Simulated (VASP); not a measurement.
A run of VASP 6.6.1 is set up as follows.

The input INCAR:

```
SYSTEM = Ag
PREC = Accurate
ENCUT = 500
EDIFF = 1E-6
ISMEAR = -1
SIGMA = 0.1
LREAL = .FALSE.
LASPH = .TRUE.
NELM = 120
ALGO = Normal
ISIF = 2
LWAVE = .FALSE.
LCHARG = .FALSE.
GGA = PE
NBANDS = 12
GGA_COMPAT = .FALSE.
```

File KPOINTS:

```
Automatic mesh
0
G
  20 20 20
  0 0 0
```

POSCAR

```
Ag
1.0
   -1.6508483858      1.6508483858      1.6508483858
    1.6508483858     -1.6508483858      1.6508483858
    1.6508483858      1.6508483858     -1.6508483858
Ag
1
Direct
    0.0000000000      0.0000000000      0.0000000000
```

Potentials or basis: VASP PAW PBE potentials, release 64 (Ag).

Run with:

```console
$ cat potpaw_PBE.64/Ag/POTCAR > POTCAR
$ mpirun -np 1 vasp_std > vasp.out
```

(1) What does it give for the band gap on the k mesh?

(2) Predict the pressure.

Results:

(1) zero (an odd number of electrons rules out a gap without spin polarisation).

(2) -0.1 GPa.
